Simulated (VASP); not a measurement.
A run of VASP 6.6.1 is set up as follows.

File POSCAR:

```
Au
1.0
    0.0000000000      2.0455000000      2.0455000000
    2.0455000000      0.0000000000      2.0455000000
    2.0455000000      2.0455000000      0.0000000000
Au
1
Direct
    0.0000000000      0.0000000000      0.0000000000
```

Contents of INCAR.step1:

```
PREC = Accurate
ENCUT = 520
ISMEAR = 0
SIGMA = 0.15
LREAL = False
LASPH = True
NELM = 100
NBANDS = 12
GGA = PE
ALGO = Normal
EDIFF = 1E-4
LWAVE = True
LCHARG = False
```

The input INCAR.step2:

```
PREC = Accurate
ENCUT = 520
EDIFF = 1E-6
ISMEAR = 0
SIGMA = 0.15
LREAL = False
LASPH = True
NELM = 100
ALGO = Normal
ISIF = 2
LWAVE = False
LCHARG = True
METAGGA = R2SCAN
LMIXTAU = True
LELF = True
LVHAR = True
NBANDS = 12
ISTART = 1
```

The input KPOINTS:

```
Automatic mesh
0
Gamma
  22 22 22
```

Potentials or basis: VASP PAW PBE potentials, release 64 (Au).

The run is started by

```bash
$ cat potpaw_PBE.64/Au/POTCAR > POTCAR
$ cp INCAR.step1 INCAR
$ mpirun -np 1 vasp_std > vasp.out
$ cp INCAR.step2 INCAR
$ mpirun -np 1 vasp_std > vasp.out
```

**Question.** Estimate the pressure.

**Answer.** 4.4 GPa.

Caveat: the PAW data sets were made with another functional, which shifts forces and pressure a little.
